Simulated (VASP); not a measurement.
# C (Cmme) in VASP: notebook

The runs below take C through relaxation of cell and atoms, with PBE.

All numbers are computed with VASP 6.6.1; they aren't measurements. Logs are shortened: lines on timing, memory, paths and dates and some standing lists are left out, and cuts for length are marked.

### Step 1. The cell of the first run

It takes space group Cmme (No. 67, orthorhombic). The conventional cell has a = 2.456 Å, b = 4.254 Å, c = 7.173 Å, α = 90.00°, β = 90.00°, γ = 90.00°. C (site symmetry m) has 3 C at 1.42 Å within 1.9 Å.

### Step 2. Relaxation of cell and atoms, PBE

INCAR

```
ALGO = Normal
EDIFF = 1E-7
EDIFFG = -0.01
ENCUT = 600
GGA = PE
IBRION = 2
ISIF = 3
ISMEAR = 0
LASPH = True
LCHARG = False
LREAL = False
LWAVE = False
NELM = 60
NSW = 80
PREC = Accurate
SIGMA = 0.1
```

KPOINTS

```
k-points
0
Gamma
  3 3 1
```

POSCAR

```
C
1.0
    1.2280479700     -2.1270618200      0.0000000000
    1.2280479700      2.1270618200      0.0000000000
    0.0000000000      0.0000000000      7.1732677600
C
4
Direct
    0.0833794600      0.9166205400      0.7531376000
    0.5833794600      0.4166205400      0.2468624000
    0.9166205400      0.0833794600      0.2468624000
    0.4166205400      0.5833794600      0.7531376000
```

Potentials or basis: VASP PAW PBE potentials, release 64 (C).

Command:

```console
$ cat potpaw_PBE.64/C/POTCAR > POTCAR
$ mpirun -np 1 vasp_std > vasp.out
```

OUTCAR:

```text
EDIFF = 1E-7
   EDIFFG = -0.01
   ENCUT = 600
   GGA = PE
   IBRION = 2
   ISIF = 3
   ISMEAR = 0
   LASPH = True
   LREAL = False
   NELM = 60
   NSW = 80
   PREC = Accurate

 ion  position               nearest neighbor table
   1  0.083  0.917  0.753-   4 1.42   4 1.42   4 1.42
   2  0.583  0.417  0.247-   3 1.42   3 1.42   3 1.42
   3  0.917  0.083  0.247-   2 1.42   2 1.42   2 1.42
   4  0.417  0.583  0.753-   1 1.42   1 1.42   1 1.42

  LATTYP: Found a hexagonal cell.
 ALAT       =     2.4561135566
 C/A-ratio  =     2.9205765918

  Lattice vectors:

 A1 = (   1.2280479700,  -2.1270618200,   0.0000000000)
 A2 = (   1.2280479700,   2.1270618200,   0.0000000000)
 A3 = (   0.0000000000,   0.0000000000,   7.1732677600)

Analysis of symmetry for initial positions (statically):
=====================================================================
 Subroutine PRICEL returns:
 Original cell was already a primitive cell.

 Routine SETGRP: Setting up the symmetry group for a
 hexagonal supercell.

 Subroutine GETGRP returns: Found  8 space group operations
 (whereof  4 operations were pure point group operations)
 out of a pool of 24 trial point group operations.

The static configuration has the point symmetry C_2h.
 The point group associated with its full space group is D_2h.

Analysis of symmetry for dynamics (positions and initial velocities):
=====================================================================
 Subroutine PRICEL returns:
 Original cell was already a primitive cell.

 Routine SETGRP: Setting up the symmetry group for a
 hexagonal supercell.

 Subroutine GETGRP returns: Found  8 space group operations
 (whereof  4 operations were pure point group operations)
 out of a pool of 24 trial point group operations.

The dynamic configuration has the point symmetry C_2h.
 The point group associated with its full space group is D_2h.

 Subroutine INISYM returns: Found  8 space group operations
 (whereof  4 operations are pure point group operations),
 and found     1 'primitive' translations

----------------------------------------------------------------------------------------

                                     Primitive cell

  volume of cell :      37.4751

  direct lattice vectors                    reciprocal lattice vectors
     1.228047970 -2.127061820  0.000000000     0.407150219 -0.235066041  0.000000000
     1.228047970  2.127061820  0.000000000     0.407150219  0.235066041  0.000000000
     0.000000000  0.000000000  7.173267760     0.000000000  0.000000000  0.139406479

  length of vectors
     2.456113557  2.456113557  7.173267760     0.470135453  0.470135453  0.139406479

  position of ions in fractional coordinates (direct lattice)
     0.083379460  0.916620540  0.753137600
     0.583379460  0.416620540  0.246862400
     0.916620540  0.083379460  0.246862400
     0.416620540  0.583379460  0.753137600

  ion indices of the primitive-cell ions
   primitive index   ion index
                 1           1
                 2           2
                 3           3
                 4           4

----------------------------------------------------------------------------------------

 KPOINTS: k-points

Automatic generation of k-mesh.
 Grid dimensions read from file:
 generate k-points for:    3    3    1

 Generating k-lattice:

  Cartesian coordinates                     Fractional coordinates (reciprocal lattice)
     0.135716740 -0.078355347  0.000000000     0.333333333 -0.000000000  0.000000000
     0.135716740  0.078355347  0.000000000    -0.000000000  0.333333333  0.000000000
     0.000000000  0.000000000  0.139406479     0.000000000  0.000000000  1.000000000

  Length of vectors
     0.156711818  0.156711818  0.139406479

  Shift w.r.t. Gamma in fractional coordinates (k-lattice)
     0.000000000  0.000000000  0.000000000

 Subroutine IBZKPT returns following result:
 ===========================================

 Found      4 irreducible k-points:

 Following reciprocal coordinates:
            Coordinates               Weight
  0.000000  0.000000  0.000000      1.000000
  0.333333  0.000000  0.000000      4.000000
 -0.333333  0.333333  0.000000      2.000000
  0.333333  0.333333  0.000000      2.000000
   k-points           NKPTS =      4   k-points in BZ     NKDIM =      4   number of bands    NBANDS=     12
   number of dos      NEDOS =    301   number of ions     NIONS =      4
   total plane-waves  NPLWV =  24000
   dimension x,y,z NGX =    20 NGY =   20 NGZ =   60
   dimension x,y,z NGXF=    40 NGYF=   40 NGZF=  120
   ions per type =               4
   NGX,Y,Z   is equivalent  to a cutoff of  13.54, 13.54, 13.91 a.u.
   NGXF,Y,Z  is equivalent  to a cutoff of  27.07, 27.07, 27.81 a.u.
 SYSTEM =  unknown system
   PREC   = accura    normal or accurate (medium, high low for compatibility)
   ISTART =      0    job   : 0-new  1-cont  2-samecut
   ICHARG =      2    charge: 1-file 2-atom 10-const
   ISPIN  =      1    spin polarized calculation?
   LNONCOLLINEAR =      F non collinear calculations
   LSORBIT =      F    spin-orbit coupling
   LASPH  =      T    aspherical Exc in radial PAW
   ENCUT  =  600.0 eV  44.10 Ry    6.64 a.u.   4.91  4.91 14.33*2*pi/ulx,y,z
   NELM   =     60;   NELMIN=  2; NELMDL= -5     # of ELM steps
   EDIFF  = 0.1E-06   stopping-criterion for ELM
   LREAL  =      F    real-space projection
   EDIFFG = -.1E-01   stopping-criterion for IOM
   NSW    =     80    number of steps for IOM
   IBRION =      2    ionic relax: 0-MD 1-quasi-New 2-CG
   NFREE  =      1    steps in history (QN), initial steepest desc. (CG)
   ISIF   =      3    stress and relaxation
   ISYM   =      2    0-nonsym 1-usesym 2-fastsym
   POTIM  = 0.5000    time-step for ionic-motion
   TEBEG  =    0.0;   TEEND  =   0.0 temperature during run
   PSTRESS=    0.0 pullay stress
   NELECT =      16.0000    total number of electrons
   NUPDOWN=      -1.0000    fix difference up-down
   EMIN   =  10.00;   EMAX   =-10.00  energy-range for DOS
   EFERMI =   0.00;   METHOD = LEGACY
   ISMEAR =     0;   SIGMA  =   0.10  broadening in eV -4-tet -1-fermi 0-gaus
   EFERMI_NEDOS =   21; number of points for ismear=-14 and -15
   IALGO  =     38    algorithm
   IMIX   =      4    mixing-type and parameters
     AMIX     =   0.40;   BMIX     =  1.00
     AMIX_MAG =   1.60;   BMIX_MAG =  1.00
  volume/ion in A,a.u.               =       9.37        63.22
  Fermi-wavevector in a.u.,A,eV,Ry     =   1.232728  2.329519 20.675669  1.519619
  Thomas-Fermi vector in A             =   2.367487
   LORBIT       =      0    0 simple, 1 ext, 2 COOP (PROOUT), +10 PAW based schemes
   GGA     = PE    functional components
   LHFCALC =     F    Hartree Fock is set to
   AEXX    =    0.0000 exact exchange contribution
   IVDW    =     0    specifies the selected vdW correction
   LEPSILON=     F    determine dielectric tensor
   LRPA    =     F    only Hartree local field effects (RPA)
 conjugate gradient relaxation of ions
 non-spin polarized calculation
 Gauss-broadening in eV      SIGMA  =   0.10
  energy-cutoff  :      600.00
  volume of cell :       37.48
 maximum number of plane-waves:      1275
   NGX =  9   NGY =  9   NGZ = 29

--------------------------------------- Ionic step        1  -------------------------------------------

 number of electron      15.9999999 magnetization

 Free energy of the ion-electron system (eV)
  ---------------------------------------------------
  ext. energy  EPLUGINS =         0.00000000
  ---------------------------------------------------
  free energy    TOTEN  =       -35.90737378 eV

  energy without entropy =      -35.90466985  energy(sigma->0) =      -35.90602182

------------------------ aborting loop because EDIFF is reached ----------------------------------------

  FORCE on cell =-STRESS in cart. coord.  units (eV):
  Direction    XX          YY          ZZ          XY          YZ          ZX
  --------------------------------------------------------------------------------------
  -------------------------------------------------------------------------------------
  Total        2.5442851      1.8437963     -0.5101165      0.0000000      0.0000000      0.0000000
  in kB      108.7761998     78.8280945    -21.8090857      0.0000000      0.0000000      0.0000000
  external PRESSURE =      55.2650695 kB  Pullay stress =       0.0000000 kB
[... 95 lines left out ...]
  FREE ENERGIE OF THE ION-ELECTRON SYSTEM (eV)
  ---------------------------------------------------
  free  energy   TOTEN  =       -35.9264987039 eV

  energy  without entropy=      -35.9243731651  energy(sigma->0) =      -35.92543593

 E-fermi :   4.1798     XC(G=0):  -9.9869

 val. band max:        3.9944384404   @ k =   0.3333   0.3333   0.0000
 cond. band min:       4.3650937195   @ k =   0.3333   0.3333   0.0000
 fundamental gap:      0.3706552791
 Fermi energy:         4.1797661163

 k-point     1 :       0.0000    0.0000    0.0000
  band No.  band energies     occupation
      1     -15.2800      2.00000
      2     -15.0668      2.00000
      3      -4.0338      2.00000
      4      -2.4628      2.00000
      5       1.1390      2.00000
      6       1.1628      2.00000
      7       1.2933      2.00000
      8       1.3005      2.00000
      9       8.2063      0.00000
     10      12.4096      0.00000
     11      12.4818      0.00000
     12      12.5237      0.00000
[... 31 lines left out ...]
 k-point     4 :       0.3333    0.3333    0.0000
  band No.  band energies     occupation
      1      -8.4050      2.00000
      2      -8.3575      2.00000
      3      -8.2922      2.00000
      4      -8.1601      2.00000
      5      -6.2302      2.00000
      6      -6.1988      2.00000
      7       3.7863      2.00000
      8       3.9944      1.99123
      9       4.3651      0.00877
     10       4.8247      0.00000
     11      14.5505      0.00000
     12      15.8977      0.00000

[... ionic steps 4 to 16 ...]

--------------------------------------- Ionic step       17  -------------------------------------------

 number of electron      16.0000000 magnetization

------------------------ aborting loop because EDIFF is reached ----------------------------------------

  FORCE on cell =-STRESS in cart. coord.  units (eV):
  Direction    XX          YY          ZZ          XY          YZ          ZX
  --------------------------------------------------------------------------------------
  -------------------------------------------------------------------------------------
  Total       -0.1061630      0.1204983      0.0119678      0.0000000      0.0000000      0.0000000
  in kB       -4.8808228      5.5398858      0.5502150      0.0000000      0.0000000      0.0000000
  external PRESSURE =       0.4030927 kB  Pullay stress =       0.0000000 kB
[... 61 lines left out ...]
  energy  without entropy=      -35.9526289834  energy(sigma->0) =      -35.95263907

--------------------------------------- Ionic step       19  -------------------------------------------

 number of electron      16.0000000 magnetization

 Free energy of the ion-electron system (eV)
  ---------------------------------------------------
  ext. energy  EPLUGINS =         0.00000000
  ---------------------------------------------------
  free energy    TOTEN  =       -35.95266173 eV

  energy without entropy =      -35.95264053  energy(sigma->0) =      -35.95265113

 E-fermi :   4.7647     XC(G=0): -10.4310

 val. band max:        4.4987282719   @ k =   0.3333   0.3333   0.0000
 cond. band min:       5.0307317074   @ k =   0.3333   0.3333   0.0000
 fundamental gap:      0.5320034355
 Fermi energy:         4.7647299722

 k-point     1 :       0.0000    0.0000    0.0000
  band No.  band energies     occupation
      1     -14.7664      2.00000
      2     -14.4092      2.00000
      3      -3.7276      2.00000
      4      -1.5248      2.00000
      5       1.7336      2.00000
      6       1.7809      2.00000
      7       1.8782      2.00000
      8       1.8930      2.00000
      9       9.3136      0.00000
     10      13.0219      0.00000
     11      13.0748      0.00000
     12      13.1045      0.00000
[... 74 lines left out ...]
  FREE ENERGIE OF THE ION-ELECTRON SYSTEM (eV)
  ---------------------------------------------------
  free  energy   TOTEN  =       -35.9526617302 eV

  energy  without entropy=      -35.9526405315  energy(sigma->0) =      -35.95265113

 reached required accuracy - stopping structural energy minimisation
```

Wall time 29 s (1 thread of AMD EPYC 9R45 (Zen 5), shared host); peak memory 0.11 GiB.

What came out:

| Item | Value |
| --- | --- |
| Free energy | -35.9527 eV |
| Relaxed volume | 8.72 Å³/atom |
| Relaxed cell | a = 2.471 Å, b = 2.471 Å, c = 6.572 Å, α = 90.00°, β = 90.00°, γ = 119.67° |
| Space group after relaxing (to 0.05 Å) | Cmme (No. 67) |
| Energy gained by relaxing | 11.3 meV/atom |
| Ionic steps | 19 |
| Pressure after relaxing | 0.0 GPa |
| Largest force after relaxing | 0.005 eV/Å |
| Band gap on the k mesh | 0.53 eV |

Forces in eV/Å, atoms in the order of the input:
```
C    0.000  0.003 -0.004
C    0.000  0.003  0.004
C    0.000 -0.003  0.004
C    0.000 -0.003 -0.004
```

Stress tensor (GPa, compression positive):
```
-0.01  0.00  0.00
 0.00 -0.03  0.00
 0.00  0.00  0.06
```

Step by step:
```csv
step,energy change (eV),largest force (eV/Å),pressure (GPa),volume (Å³)
1,0.0000,0.0878,5.53,37.48
2,0.0671,0.2678,-13.43,39.24
3,-0.0191,0.0380,-1.03,38.04
4,-0.0191,0.0358,-0.91,38.02
5,-0.0210,0.2093,-0.89,37.82
6,-0.0210,0.2254,-0.88,37.80
7,-0.0218,0.2067,-0.86,37.75
8,-0.0238,0.1506,-0.77,37.58
9,-0.0270,0.0389,-0.59,37.25
10,-0.0301,0.1844,-0.20,36.59
11,-0.0325,0.1788,-0.19,36.43
12,-0.0385,0.1619,-0.15,35.95
13,-0.0448,0.1269,0.01,34.98
14,-0.0450,0.1196,0.06,34.78
15,-0.0450,0.1209,0.05,34.82
16,-0.0452,0.0566,0.03,34.86
17,-0.0452,0.0062,0.04,34.85
18,-0.0453,0.0055,0.02,34.86
19,-0.0453,0.0050,0.01,34.86
```

Final structure:
```yaml
crystal:
  lattice:
    - [1.24151, -2.13620, 0.00000]
    - [1.24151, 2.13620, 0.00000]
    - [0.00000, 0.00000, 6.57230]
  atoms:
    - { symbol: C, position: [0.08290, 0.91710, 0.75367] }
    - { symbol: C, position: [0.58290, 0.41710, 0.24633] }
    - { symbol: C, position: [0.91710, 0.08290, 0.24633] }
    - { symbol: C, position: [0.41710, 0.58290, 0.75367] }
```

Levels at points of the mesh, in eV from the valence-band top:
```csv
k point,band 6,band 7,band 8,band 9,band 10,band 11
"(0.00, 0.00, 0.00)",-2.72,-2.62,-2.61,4.81,8.52,8.58
```

Caveat: the k points lie up to 0.98 Å⁻¹ apart in the final cell; this functional lacks dispersion, which binds the layers, so the pressure and a relaxed spacing across them are unreliable. A k mesh can miss the band edges.

### Step 3. Relaxation of cell and atoms, PBE

INCAR

```
SYSTEM = C
PREC = Accurate ; ENCUT = 600
EDIFF = 1E-7 ; ISMEAR = 0
SIGMA = 0.1 ; LREAL = .FALSE.
LASPH = .TRUE. ; NELM = 80
ALGO = Normal ; ISIF = 3
LWAVE = .FALSE. ; LCHARG = .FALSE.
GGA = PE ; IBRION = 2
NSW = 80 ; EDIFFG = -0.01
```

KPOINTS

```
Automatic mesh
0
G
  6 6 2
  0 0 0
```

POSCAR is that of step 2.

Potentials or basis: VASP PAW PBE potentials, release 64 (C).

Command:

```console
$ cat potpaw_PBE.64/C/POTCAR > POTCAR
$ mpirun -np 1 vasp_std > vasp.out
```

Wall time 76 s (1 thread of AMD EPYC 9R45 (Zen 5), shared host); peak memory 0.12 GiB.

The run converged. Its results:

| Item | Value |
| --- | --- |
| Free energy | -36.8136 eV |
| Relaxed volume | 10.08 Å³/atom |
| Relaxed cell | a = 2.468 Å, b = 2.468 Å, c = 7.643 Å, α = 90.00°, β = 90.00°, γ = 120.01° |
| Space group after relaxing (to 0.05 Å) | Cmme (No. 67) |
| Energy gained by relaxing | 3.0 meV/atom |
| Ionic steps | 15 |
| Pressure after relaxing | 0.0 GPa |
| Band gap on the k mesh | 0.02 eV |

Stress tensor (GPa, compression positive):
```
 0.16  0.00  0.00
 0.00 -0.12  0.00
 0.00  0.00  0.09
```

The path:
```
step  energy change (eV)  largest force (eV/Å)  pressure (GPa)  volume (Å³)
   1              0.0000                0.0259            3.96        37.48
   2              0.0247                0.0628           -7.59        38.74
   3             -0.0062                0.0039            0.20        37.86
   4             -0.0062                0.0033            0.27        37.86
   5             -0.0066                0.0013            0.27        37.93
   6             -0.0076                0.0090            0.23        38.16
   7             -0.0090                0.0285            0.18        38.63
   8             -0.0095                0.1124            0.14        39.55
   9             -0.0097                0.0713            0.15        39.22
  10             -0.0099                0.0604            0.13        39.26
  11             -0.0104                0.0312            0.09        39.40
  12             -0.0112                0.0152            0.02        39.66
  13             -0.0118                0.0759           -0.10        40.20
  14             -0.0121                0.0126            0.01        40.30
  15             -0.0121                0.0012            0.04        40.32
```

Final structure:
```yaml
crystal:
  lattice:
    - [1.23387, -2.13777, 0.00000]
    - [1.23387, 2.13777, 0.00000]
    - [0.00000, 0.00000, 7.64326]
  atoms:
    - { symbol: C, position: [0.08329, 0.91671, 0.75334] }
    - { symbol: C, position: [0.58329, 0.41671, 0.24666] }
    - { symbol: C, position: [0.91671, 0.08329, 0.24666] }
    - { symbol: C, position: [0.41671, 0.58329, 0.75334] }
```

Levels at points of the mesh, in eV from the valence-band top:
```tsv
k point	band 4	band 5	band 6	band 7	band 8	band 9	band 10	band 11	band 12
(0.00, 0.00, 0.00)	-7.09	-3.04	-3.03	-3.03	-3.03	3.49	7.95	8.29	8.30
(0.50, 0.00, 0.00)	-13.21	-6.40	-6.40	-2.37	-2.37	1.73	1.73	7.35	7.35
(0.50, 0.50, 0.00)	-13.18	-6.41	-6.39	-2.66	-2.02	1.30	2.11	7.29	7.43
(0.00, 0.00, 0.50)	-7.56	-3.04	-3.04	-3.03	-3.03	5.18	5.35	8.31	8.31
(0.50, 0.00, 0.50)	-13.21	-6.40	-6.40	-2.35	-2.35	1.67	1.67	7.35	7.35
(0.50, 0.50, 0.50)	-13.21	-6.40	-6.40	-2.39	-2.33	1.65	1.70	7.35	7.37
```

Caveat: the k points lie up to 0.49 Å⁻¹ apart in the final cell; this functional lacks dispersion, which binds the layers, so the pressure and a relaxed spacing across them are unreliable.
